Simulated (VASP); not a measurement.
TaN: single point with LDA

TaN:

```
CELL_PARAMETERS angstrom
5.26438 0.00000 0.00000
-2.63219 4.55908 0.00000
0.00000 0.00000 2.94931
ATOMIC_POSITIONS crystal
Ta 0.33333 0.66667 0.50000
Ta 0.66667 0.33333 0.50000
Ta 0.00000 0.00000 0.00000
N 0.39285 0.00000 0.00000
N 0.60715 0.60715 0.00000
N 0.00000 0.39285 0.00000
```

```yaml
Program: VASP 6.6.1
Task: single point
Functional: LDA
Potentials_or_basis: VASP PAW LDA potentials, release 64 (Ta_pv, N)
Cutoff: 520 eV
k_mesh: 5 × 5 × 8
Occupations: fermi-dirac, width 0.1 eV
Spin: no spin polarisation
Dipole_correction: no
Further_INCAR_settings: ALGO = Normal; EDIFF = 1e-06; NBANDS = 33
```

The pressure is -19.6 GPa and the largest force is 0.218 eV/Å. The band gap on the k mesh is zero (band 24 reaches 9.53 eV, above the bottom of band 25 at 6.59 eV).

Forces in eV/Å, atoms in the order of the input:
```
Ta   0.000  0.000  0.000
Ta   0.000  0.000  0.000
Ta   0.000  0.000  0.000
N   -0.218  0.000  0.000
N    0.109  0.189  0.000
N    0.109 -0.189  0.000
```

Stress tensor (GPa, compression positive):
```
-18.56   0.00   0.00
  0.00 -18.56   0.00
  0.00   0.00 -21.71
```

Levels at points of the mesh, in eV from the Fermi level:
```
           k point  band 20  band 21  band 22  band 23  band 24  band 25  band 26  band 27  band 28  band 29
(0.00, 0.00, 0.00)    -4.92    -4.16    -3.31    -1.95    -0.97    -0.97     0.42     0.42     1.62     1.69
(0.00, 0.00, 0.50)    -4.40    -4.30    -2.83    -2.83     1.68     1.68     1.82     1.97     1.97     2.99
```

It took 64 s on 1 thread of Intel(R) Xeon(R) Platinum 8259CL CPU @ 2.50GHz (Skylake/Cascade Lake), on a shared host, peak memory 0.18 GiB.

Caveat: spin-orbit coupling is left out, which moves the levels of the heavy elements.
